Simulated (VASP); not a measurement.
CdTe:

```xyz
2
Lattice="0.0000 3.2799 3.2986 3.2799 0.0000 3.2986 3.2799 3.2799 0.0000" Properties=species:S:1:pos:R:3 pbc="T T T"
Cd    0.0000    0.0000    0.0000
Te    1.6400    1.6400    1.6493
```

This cell differs from its parent crystal: uniaxial z strain +0.6%.

Base run:

| Property | Result |
| --- | --- |
| Program | VASP 6.6.1 |
| Functional | HSE06 |
| Potentials or basis | VASP PAW PBE potentials, release 64 (Cd, Te) |
| Cutoff | 520 eV |
| k mesh | 4 × 4 × 4 |
| Occupations | gaussian, width 0.01 eV |
| Spin | no spin polarisation |

Its results: band gap on the k mesh 1.42 eV, direct; pressure 0.0 GPa.

Task: The run is repeated on the same cell with these changes: functional from HSE06 to PBE; cutoff from 520 eV to 500 eV; further incar settings from ALGO = Normal; EDIFF = 1e-07; NBANDS = 16 to ALGO = Normal; EDIFF = 1e-06; NBANDS = 16. What comes out?

Result: Band gap on the k mesh 0.62 eV, direct; pressure 1.1 GPa.

Caveats: spin-orbit coupling is left out, which moves the levels of the heavy elements; the PAW data sets were made with another functional, which shifts forces and pressure a little (some runs).

